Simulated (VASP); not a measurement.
Crystal: GdO.

```
Gd O
1.0
     2.80181    0.00000    0.00000
     0.00000    2.80181    0.00000
     0.00000    0.00000    2.80181
Gd O
1 1
Direct
  0.00000 0.00000 0.00000
  0.50000 0.50000 0.50000
```

Base run:

* Program: VASP 6.6.1
* Functional: r2SCAN
* Potentials or basis: VASP PAW PBE potentials, release 64 (Gd, O)
* Cutoff: 520 eV
* k mesh: 9 × 9 × 9
* Occupations: fermi-dirac, width 0.05 eV
* Spin: collinear spin, ferromagnetic start
* Starting moments: [7.0, 0.0] μB
* Hubbard terms: Gd f U = 3.0 eV

Its results: pressure 52.0 GPa; net moment 7.59 μB per cell; site moments Gd +7.16; O -0.03 μB.

Task: The run is repeated on the same cell with these changes: hubbard terms from Gd f U = 3.0 eV to none. What comes out?

Result: Pressure 49.5 GPa; net moment 7.47 μB per cell; site moments Gd +7.05; O -0.01 μB.

Caveats: the PAW data sets were made with another functional, which shifts forces and pressure a little; a cell with one magnetic atom can't hold antiferromagnetic order, which such compounds often take.
